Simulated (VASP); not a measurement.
Crystal: Re.

```xyz
2
Lattice="2.7608 0.0000 0.0000 -1.3804 2.3909 0.0000 0.0000 0.0000 4.4582" Properties=species:S:1:pos:R:3 pbc="T T T"
Re    1.3804    0.7970    3.3436
Re    0.0000    1.5939    1.1145
```

| Property | Result |
| --- | --- |
| Program | VASP 6.6.1 |
| Task | relaxation of cell and atoms |
| Functional | PBEsol |
| Dispersion | D3(BJ) |
| Potentials or basis | VASP PAW PBE potentials, release 64 (Re) |
| Cutoff | 600 eV |
| k mesh | 11 × 11 × 6 |
| Occupations | fermi-dirac, width 0.05 eV |
| Spin | no spin polarisation |

At the start: pressure -11.7 GPa; volume 14.71 Å³/atom.

Task: How do energy, volume and symmetry change on relaxing?

Result: Over 7 steps the energy falls by 16.2 meV/atom and the volume is 14.28 Å³/atom (-2.9 %); space group P6_3/mmc (No. 194, to 0.1 Å) before and after.

The path:
```
step  energy change (eV)  largest force (eV/Å)  pressure (GPa)  volume (Å³)
   1              0.0000                0.0000          -11.67        29.43
   2              0.6600                0.0000           71.79        25.10
   3             -0.0323                0.0000           -0.74        28.62
   4             -0.0324                0.0000           -0.15        28.57
   5             -0.0324                0.0000            0.07        28.56
   6             -0.0324                0.0000           -0.23        28.58
   7             -0.0324                0.0000            0.02        28.56
```

Final structure:
```cif
data_structure
_symmetry_space_group_name_H-M 'P 1'
_symmetry_Int_Tables_number 1
_cell_length_a 2.7334
_cell_length_b 2.7334
_cell_length_c 4.4144
_cell_angle_alpha 90.000
_cell_angle_beta 90.000
_cell_angle_gamma 120.000
_cell_volume 28.56
loop_
_atom_site_label
_atom_site_type_symbol
_atom_site_fract_x
_atom_site_fract_y
_atom_site_fract_z
_atom_site_occupancy
Re1 Re 0.66667 0.33333 0.75000 1
Re2 Re 0.33333 0.66667 0.25000 1
```

Caveat: the PAW data sets were made with another functional, which shifts forces and pressure a little.
